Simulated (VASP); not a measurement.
Crystal: NbAg4.

```
Nb Ag
1.0
    -2.92304    2.92304    2.92304
     2.92304   -2.92304    2.92304
     2.92304    2.92304   -2.92304
Nb Ag
1 4
Cartesian
  0.0000 0.0000 0.0000
  1.4615 1.4615 -1.4615
  1.4615 -1.4615 1.4615
  -1.4615 1.4615 1.4615
  1.4615 1.4615 1.4615
```

The cell was built from a structure type or drawn by symmetry, and may not be a known phase.

- Program: VASP 6.6.1
- Task: relaxation of cell and atoms
- Functional: PBE
- Potentials or basis: VASP PAW PBE potentials, release 64 (Nb_sv, Ag)
- Cutoff: 600 eV
- k mesh: 4 × 4 × 4
- Occupations: gaussian, width 0.1 eV
- Spin: no spin polarisation

At the start: pressure 16.3 GPa; volume 19.98 Å³/atom.

Task: Where does the relaxation end?

Result: Over 3 steps the energy falls by 161.4 meV/atom and the volume is 23.76 Å³/atom (+18.9 %); space group Im-3m (No. 229, to 0.1 Å) before and after.

The path:
```
step  energy change (eV)  largest force (eV/Å)  pressure (GPa)  volume (Å³)
   1              0.0000                0.0000           16.31        99.90
   2             -0.5859                0.0000           -4.72       132.29
   3             -0.8070                0.0000            0.05       118.81
```

Final structure:
```
Nb Ag
1.0
    -3.09694    3.09694    3.09694
     3.09694   -3.09694    3.09694
     3.09694    3.09694   -3.09694
Nb Ag
1 4
Direct
  0.00000 0.00000 0.00000
  0.00000 0.00000 0.50000
  0.00000 0.50000 0.00000
  0.50000 0.00000 0.00000
  0.50000 0.50000 0.50000
```

Caveat: the k points lie up to 0.36 Å⁻¹ apart in the final cell, too coarse for converged energies and pressures of a metal; the volume moved by over 15 % at a fixed basis, so the end points are rough.
